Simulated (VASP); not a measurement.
# PtSe2 (P-3m1) in VASP: notebook

The runs below take PtSe2 through single point, with PBE+D3(BJ).

Program: VASP 6.6.1. These are calculated values, not measurements. Logs are shortened: lines on timing, memory, paths and dates and some standing lists are left out, and cuts for length are marked.

### 1 The cell of the first run

It takes space group P-3m1 (No. 164, trigonal). Conventional cell: a = 3.756 Å, b = 3.756 Å, c = 4.669 Å, α = 90.00°, β = 90.00°, γ = 120.00°. Pt (site symmetry -3m) has 6 Se at 2.51 Å within 3.3 Å. Se (site symmetry 3m) has 3 Pt at 2.51 Å and 6 Se at 3.04 to 3.34 Å within 3.4 Å.

### 2 Single point, PBE+D3(BJ) (19.01 Å³/atom)

INCAR

```
PREC     = Accurate       # precision mode
ENCUT    = 520            # plane-wave cutoff, eV
EDIFF    = 1E-6           # SCF threshold, eV
ISMEAR   = 0              # smearing method
SIGMA    = 0.05           # smearing width, eV
LREAL    = False          # projectors in reciprocal space
LASPH    = True           # aspherical terms in the spheres
NELM     = 100            # most SCF steps
ALGO     = Normal         # electronic algorithm
ISIF     = 2              # what is computed and relaxed
LWAVE    = False          # write WAVECAR
LCHARG   = False          # write CHGCAR
GGA      = PE             # functional
IVDW     = 12             # dispersion correction
NBANDS   = 18             # bands
```

KPOINTS

```
regular mesh
0
Gamma
  10 10 8
```

POSCAR

```
PtSe2
1.0
    3.7557430851      0.0000000000      0.0000000000
   -1.8778715425      3.2525689217      0.0000000000
    0.0000000000      0.0000000000      4.6688780380
Pt Se
1 2
Direct
    0.0000000000      0.0000000000      0.0000000000
    0.3333333333      0.6666666667      0.2725441960
    0.6666666667      0.3333333333      0.7274558040
```

Potentials or basis: VASP PAW PBE potentials, release 64 (Pt, Se).

Run with:

```console
> cat potpaw_PBE.64/Pt/POTCAR potpaw_PBE.64/Se/POTCAR > POTCAR
> mpirun -np 1 vasp_std > vasp.out
```

OUTCAR:

```text
PREC = Accurate
   ENCUT = 520
   EDIFF = 1E-6
   ISMEAR = 0
   LREAL = False
   LASPH = True
   NELM = 100
   ISIF = 2
   GGA = PE
   IVDW = 12
 IVDW          = 12

 ion  position               nearest neighbor table
   1  0.000  0.000  0.000-   2 2.51   3 2.51   2 2.51   3 2.51   3 2.51   2 2.51
   2  0.333  0.667  0.273-   1 2.51   1 2.51   1 2.51
   3  0.667  0.333  0.727-   1 2.51   1 2.51   1 2.51

  LATTYP: Found a hexagonal cell.
 ALAT       =     3.7557430851
 C/A-ratio  =     1.2431303026

  Lattice vectors:

 A1 = (   3.7557430851,   0.0000000000,   0.0000000000)
 A2 = (  -1.8778715425,   3.2525689217,   0.0000000000)
 A3 = (   0.0000000000,   0.0000000000,   4.6688780380)

Analysis of symmetry for initial positions (statically):
=====================================================================
 Subroutine PRICEL returns:
 Original cell was already a primitive cell.

 Routine SETGRP: Setting up the symmetry group for a
 hexagonal supercell.

 Subroutine GETGRP returns: Found 12 space group operations
 (whereof 12 operations were pure point group operations)
 out of a pool of 24 trial point group operations.

The static configuration has the point symmetry D_3d.

Analysis of symmetry for dynamics (positions and initial velocities):
=====================================================================
 Subroutine PRICEL returns:
 Original cell was already a primitive cell.

 Routine SETGRP: Setting up the symmetry group for a
 hexagonal supercell.

 Subroutine GETGRP returns: Found 12 space group operations
 (whereof 12 operations were pure point group operations)
 out of a pool of 24 trial point group operations.

The dynamic configuration has the point symmetry D_3d.

 Subroutine INISYM returns: Found 12 space group operations
 (whereof 12 operations are pure point group operations),
 and found     1 'primitive' translations

----------------------------------------------------------------------------------------

                                     Primitive cell

  volume of cell :      57.0341

  direct lattice vectors                    reciprocal lattice vectors
     3.755743085  0.000000000  0.000000000     0.266258894  0.153724644  0.000000000
    -1.877871543  3.252568922  0.000000000     0.000000000  0.307449288  0.000000000
     0.000000000  0.000000000  4.668878038     0.000000000  0.000000000  0.214184220

  length of vectors
     3.755743085  3.755743085  4.668878038     0.307449288  0.307449288  0.214184220

  position of ions in fractional coordinates (direct lattice)
     0.000000000  0.000000000  0.000000000
     0.333333333  0.666666667  0.272544196
     0.666666667  0.333333333  0.727455804

  ion indices of the primitive-cell ions
   primitive index   ion index
                 1           1
                 2           2
                 3           3

----------------------------------------------------------------------------------------

 KPOINTS: regular mesh

Automatic generation of k-mesh.
 Grid dimensions read from file:
 generate k-points for:   10   10    8

 Generating k-lattice:

  Cartesian coordinates                     Fractional coordinates (reciprocal lattice)
     0.026625889  0.015372464  0.000000000     0.100000000  0.000000000  0.000000000
     0.000000000  0.030744929  0.000000000     0.000000000  0.100000000  0.000000000
     0.000000000  0.000000000  0.026773027     0.000000000  0.000000000  0.125000000

  Length of vectors
     0.030744929  0.030744929  0.026773027

  Shift w.r.t. Gamma in fractional coordinates (k-lattice)
     0.000000000  0.000000000  0.000000000

 Subroutine IBZKPT returns following result:
 ===========================================

 Found     94 irreducible k-points:

 Following reciprocal coordinates:
            Coordinates               Weight
  0.000000  0.000000  0.000000      1.000000
  0.100000  0.000000  0.000000      6.000000
  0.200000  0.000000  0.000000      6.000000
  0.300000  0.000000  0.000000      6.000000
  0.400000  0.000000  0.000000      6.000000
  0.500000  0.000000  0.000000      3.000000
[... 16 lines left out ...]
  0.000000  0.400000  0.125000      6.000000
  0.500000  0.000000  0.125000      6.000000
 [... further k-points ...]
   k-points           NKPTS =     94   k-points in BZ     NKDIM =     94   number of bands    NBANDS=     18
   number of dos      NEDOS =    301   number of ions     NIONS =      3
   total plane-waves  NPLWV =  28224
   dimension x,y,z NGX =    28 NGY =   28 NGZ =   36
   dimension x,y,z NGXF=    56 NGYF=   56 NGZF=   72
   ions per type =               1   2
   NGX,Y,Z   is equivalent  to a cutoff of  12.39, 12.39, 12.82 a.u.
   NGXF,Y,Z  is equivalent  to a cutoff of  24.79, 24.79, 25.64 a.u.
 SYSTEM =  unknown system
   PREC   = accura    normal or accurate (medium, high low for compatibility)
   ISTART =      0    job   : 0-new  1-cont  2-samecut
   ICHARG =      2    charge: 1-file 2-atom 10-const
   ISPIN  =      1    spin polarized calculation?
   LNONCOLLINEAR =      F non collinear calculations
   LSORBIT =      F    spin-orbit coupling
   LASPH  =      T    aspherical Exc in radial PAW
   ENCUT  =  520.0 eV  38.22 Ry    6.18 a.u.   6.98  6.98  8.68*2*pi/ulx,y,z
   NELM   =    100;   NELMIN=  2; NELMDL= -5     # of ELM steps
   EDIFF  = 0.1E-05   stopping-criterion for ELM
   LREAL  =      F    real-space projection
   EDIFFG = 0.1E-04   stopping-criterion for IOM
   NSW    =      0    number of steps for IOM
   IBRION =     -1    ionic relax: 0-MD 1-quasi-New 2-CG
   NFREE  =      0    steps in history (QN), initial steepest desc. (CG)
   ISIF   =      2    stress and relaxation
   ISYM   =      2    0-nonsym 1-usesym 2-fastsym
   POTIM  = 0.5000    time-step for ionic-motion
   TEBEG  =    0.0;   TEEND  =   0.0 temperature during run
   PSTRESS=    0.0 pullay stress
   NELECT =      22.0000    total number of electrons
   NUPDOWN=      -1.0000    fix difference up-down
   EMIN   =  10.00;   EMAX   =-10.00  energy-range for DOS
   EFERMI =   0.00;   METHOD = LEGACY
   ISMEAR =     0;   SIGMA  =   0.05  broadening in eV -4-tet -1-fermi 0-gaus
   EFERMI_NEDOS =   21; number of points for ismear=-14 and -15
   IALGO  =     38    algorithm
   IMIX   =      4    mixing-type and parameters
     AMIX     =   0.40;   BMIX     =  1.00
     AMIX_MAG =   1.60;   BMIX_MAG =  1.00
  volume/ion in A,a.u.               =      19.01       128.30
  Fermi-wavevector in a.u.,A,eV,Ry     =   1.191710  2.252006 19.322638  1.420174
  Thomas-Fermi vector in A             =   2.327766
   LORBIT       =      0    0 simple, 1 ext, 2 COOP (PROOUT), +10 PAW based schemes
   GGA     = PE    functional components
   LHFCALC =     F    Hartree Fock is set to
   AEXX    =    0.0000 exact exchange contribution
   IVDW    =    12    specifies the selected vdW correction
   LEPSILON=     F    determine dielectric tensor
   LRPA    =     F    only Hartree local field effects (RPA)
 non-spin polarized calculation
 Gauss-broadening in eV      SIGMA  =   0.05
  energy-cutoff  :      520.00
  volume of cell :       57.03
 maximum number of plane-waves:      1550
   NGX = 13   NGY = 13   NGZ = 17

 number of electron      21.9999995 magnetization

 Free energy of the ion-electron system (eV)
  ---------------------------------------------------
  ext. energy  EPLUGINS =         0.00000000
  ---------------------------------------------------
  free energy    TOTEN  =       -14.11474900 eV

  energy without entropy =      -14.11396012  energy(sigma->0) =      -14.11435456

 E-fermi :   7.1985     XC(G=0): -11.0553

 val. band max:        7.1621351636   @ k =  -0.1000   0.3000   0.3750
 cond. band min:       7.2079815786   @ k =   0.2000   0.1000   0.5000
 fundamental gap:      0.0458464150
 Fermi energy:         7.1984523058

 k-point     1 :       0.0000    0.0000    0.0000
  band No.  band energies     occupation
      1      -8.7325      2.00000
      2      -5.2531      2.00000
      3      -0.0955      2.00000
      4       0.8569      2.00000
      5       0.8569      2.00000
      6       3.3760      2.00000
[... 10 lines left out ...]
     17      14.4803      0.00000
     18      18.9567      0.00000

 k-point     2 :       0.1000    0.0000    0.0000
  band No.  band energies     occupation
      1      -8.6215      2.00000
      2      -5.3327      2.00000
      3       0.0436      2.00000
      4       0.9293      2.00000
      5       0.9841      2.00000
      6       3.2236      2.00000
[... 10 lines left out ...]
     17      14.7928      0.00000
     18      17.5581      0.00000

 k-point     3 :       0.2000    0.0000    0.0000
  band No.  band energies     occupation
      1      -8.3022      2.00000
      2      -5.5444      2.00000
      3       0.4357      2.00000
      4       1.1283      2.00000
      5       1.3150      2.00000
      6       2.5781      2.00000
[... 10 lines left out ...]
     17      15.4374      0.00000
     18      16.1482      0.00000

 k-point     4 :       0.3000    0.0000    0.0000
  band No.  band energies     occupation
      1      -7.8201      2.00000
      2      -5.8383      2.00000
      3       0.9277      2.00000
      4       1.2708      2.00000
      5       1.3900      2.00000
      6       2.1336      2.00000
[... 375 lines left out ...]
      4       1.6227      2.00000
      5       1.9237      2.00000
      6       2.5329      2.00000
[... 10 lines left out ...]
     17      15.2946      0.00000
     18      16.9765      0.00000

 k-point    23 :       0.0000    0.4000    0.1250
  band No.  band energies     occupation
      1      -7.2807      2.00000
      2      -6.1067      2.00000
      3       0.0231      2.00000
      4       1.1934      2.00000
      5       1.4430      2.00000
      6       3.0304      2.00000
[... 10 lines left out ...]
     17      15.7531      0.00000
     18      17.2395      0.00000

 k-point    24 :       0.5000    0.0000    0.1250
  band No.  band energies     occupation
      1      -6.8711      2.00000
      2      -6.4528      2.00000
      3      -0.1068      2.00000
      4       1.5704      2.00000
      5       1.6706      2.00000
      6       3.3349      2.00000
[... 10 lines left out ...]
     17      15.5129      0.00000
     18      18.2961      0.00000

 [... further k-points ...]

------------------------ aborting loop because EDIFF is reached ----------------------------------------

 Edisp (eV)   -1.53393

 E8    (eV) :    -0.6591

  FORCE on cell =-STRESS in cart. coord.  units (eV):
  Direction    XX          YY          ZZ          XY          YZ          ZX
  --------------------------------------------------------------------------------------
  -------------------------------------------------------------------------------------
  Total       0.99668     0.99668     0.99960     0.00000     0.00000    -0.00000
  in kB      27.99822    27.99822    28.08039     0.00000     0.00000    -0.00000
  external pressure =       28.03 kB  Pullay stress =        0.00 kB

 VOLUME and BASIS-vectors are now :
 -----------------------------------------------------------------------------
  energy-cutoff  :      520.00
  volume of cell :       57.03
      direct lattice vectors                 reciprocal lattice vectors
     3.755743085  0.000000000  0.000000000     0.266258894  0.153724644  0.000000000
    -1.877871543  3.252568922  0.000000000     0.000000000  0.307449288  0.000000000
     0.000000000  0.000000000  4.668878038     0.000000000  0.000000000  0.214184220

 POSITION                                       TOTAL-FORCE (eV/Angst)
 -----------------------------------------------------------------------------------
      0.00000      0.00000      0.00000         0.000000      0.000000      0.000000
     -0.00000      2.16838      1.27248        -0.000000     -0.000000      0.008024
      1.87787      1.08419      3.39640        -0.000000      0.000000     -0.008024
 -----------------------------------------------------------------------------------
    total drift:                               -0.000000      0.000000      0.000000

  FREE ENERGIE OF THE ION-ELECTRON SYSTEM (eV)
  ---------------------------------------------------
  free  energy   TOTEN  =       -15.6486815263 eV

  energy  without entropy=      -15.6478926528  energy(sigma->0) =      -15.64828709
```

Run time: 79 s. Hardware: 1 thread of Intel Xeon 8259CL, shared host; peak memory 0.25 GiB.

Results:

- Free energy: -15.6487 eV
- Pressure: 2.8 GPa
- Largest force: 0.008 eV/Å
- Band gap on the k mesh: zero (bands 11 and 12 overlap by 1.02 eV)
- Dispersion energy per atom: -0.511 eV

Forces on the atoms (eV/Å):
```
Pt   0.000  0.000  0.000
Se   0.000  0.000  0.008
Se   0.000  0.000 -0.008
```

Caveat: spin-orbit coupling is left out, which moves the levels of the heavy elements.

### 3 Single point, PBE+D3(BJ) (19.41 Å³/atom)

This run uses another cell than the first one, of 19.41 Å³/atom.

INCAR

```
SYSTEM = PtSe2
PREC = Accurate
ENCUT = 520
EDIFF = 1E-7
ISMEAR = 0
SIGMA = 0.05
LREAL = .FALSE.
LASPH = .TRUE.
NELM = 100
ALGO = Normal
ISIF = 2
LWAVE = .FALSE.
LCHARG = .FALSE.
GGA = PE
IVDW = 12
NBANDS = 18
```

KPOINTS

```
regular mesh
0
G
  10 10 8
  0 0 0
```

POSCAR

```
PtSe2
1.0
    3.7648938025      0.0000000000      0.0000000000
   -1.8824469013      3.2604936755      0.0000000000
    0.0000000000      0.0000000000      4.7430058869
Pt Se
1 2
Direct
    0.0000000000      0.0000000000      0.0000000000
    0.3333333333      0.6666666667      0.2691447228
    0.6666666667      0.3333333333      0.7308552772
```

Potentials or basis: VASP PAW PBE potentials, release 64 (Pt, Se).

Run with:

```console
> cat potpaw_PBE.64/Pt/POTCAR potpaw_PBE.64/Se/POTCAR > POTCAR
> mpirun -np 1 vasp_std > vasp.out
```

Run time: 84 s. Hardware: 1 thread of Intel Xeon 8259CL, shared host; peak memory 0.25 GiB.

Results (log left out):

- Free energy: -15.6633 eV
- Pressure: 1.2 GPa
- Largest force: 0.005 eV/Å
- Band gap on the k mesh: zero (bands 11 and 12 overlap by 0.99 eV)
- Dispersion energy per atom: -0.500 eV

Forces on the atoms (eV/Å):
```
Pt   0.000  0.000  0.000
Se   0.000  0.000  0.005
Se   0.000  0.000 -0.005
```

Levels at points of the mesh, in eV from the Fermi level:
```tsv
k point	band 9	band 10	band 11	band 12	band 13	band 14
(0.00, 0.00, 0.00)	-0.99	-0.99	0.88	1.00	1.00	3.29
(0.50, 0.00, 0.00)	-3.33	-3.27	-2.93	0.49	2.61	5.15
(0.00, 0.00, 0.50)	-1.80	-1.80	-1.69	2.40	2.40	5.06
(0.50, 0.00, 0.50)	-3.08	-2.56	-1.05	0.54	1.52	4.96
```

Caveat: spin-orbit coupling is left out, which moves the levels of the heavy elements.

The gap in the log of VASP goes by the Fermi energy; the results here count the filled bands.